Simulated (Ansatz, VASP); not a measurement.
# Cd: VASP beside Ansatz

INCAR

```
SYSTEM = Cd
PREC = Accurate ; ENCUT = 520
EDIFF = 1E-6 ; ISMEAR = 0
SIGMA = 0.15 ; LREAL = .FALSE.
LASPH = .TRUE. ; NELM = 100
ALGO = Fast ; ISIF = 2
LWAVE = .FALSE. ; LCHARG = .TRUE.
GGA = PS ; LELF = .TRUE.
LVHAR = .TRUE. ; NBANDS = 19
```

File KPOINTS:

```
regular mesh
0
G
  18 18 8
  0 0 0
```

The input POSCAR:

```
Cd
1.0
    2.9044006954      0.0000000000      0.0000000000
   -1.4522003477      2.5152847850      0.0000000000
    0.0000000000      0.0000000000      5.7580912500
Cd
2
Direct
    0.3333333333      0.6666666667      0.2500000000
    0.6666666667      0.3333333333      0.7500000000
```

Input for Ansatz:

```yaml
crystal:
  lattice:
    - [2.9044006954, 0.0, 0.0]
    - [-1.4522003477, 2.515284785, 0.0]
    - [0.0, 0.0, 5.75809125]
  atoms:
    - { symbol: Cd, position: [0.3333333333, 0.6666666667, 0.25] }
    - { symbol: Cd, position: [0.6666666667, 0.3333333333, 0.75] }
basis:
  ecutwfc: 420
kpoints:
  mp_grid: { grid: [18, 18, 8] }
hamiltonian:
  xc: pbesol
scf:
  occupations: { method: gaussian, width: 0.15 }
output:
  forces: true
  stress: true
  eigenvalues: true
```

Change from the starting cell: strain -0.025 along x and y, +0.025 along z, atoms carried along.

Alike in both runs: task single point; functional PBEsol; k mesh 18 × 18 × 8; occupations gaussian, width 0.15 eV; no spin polarisation.

|  | VASP | Ansatz |
| --- | --- | --- |
| version | VASP 6.6.1 | Ansatz 0.2.0 |
| potentials or method | VASP PAW PBE potentials, release 64 (Cd), cutoff 520 eV | scalar-relativistic, plane waves, PAW |
| valence electrons in the cell | 24 | 40 |

Ansatz gave:

* gap on the k mesh at the Fermi level (eV): none
* pressure (GPa): 1.0
* traceless stress, the component that is largest in VASP (GPa): -1.96

Problem. Estimate VASP's values.

Solution. gap on the k mesh at the Fermi level (eV): none; pressure (GPa): 1.5; traceless stress, the component that is largest in VASP (GPa): -2.19.

VASP's potentials were made for PBE, not for PBEsol. A gap of «none» marks a metal or a gap that the smearing closes. VASP's potentials hold 24 valence electrons a cell and Ansatz's 40, so a difference there can come from the potentials and not from the codes.
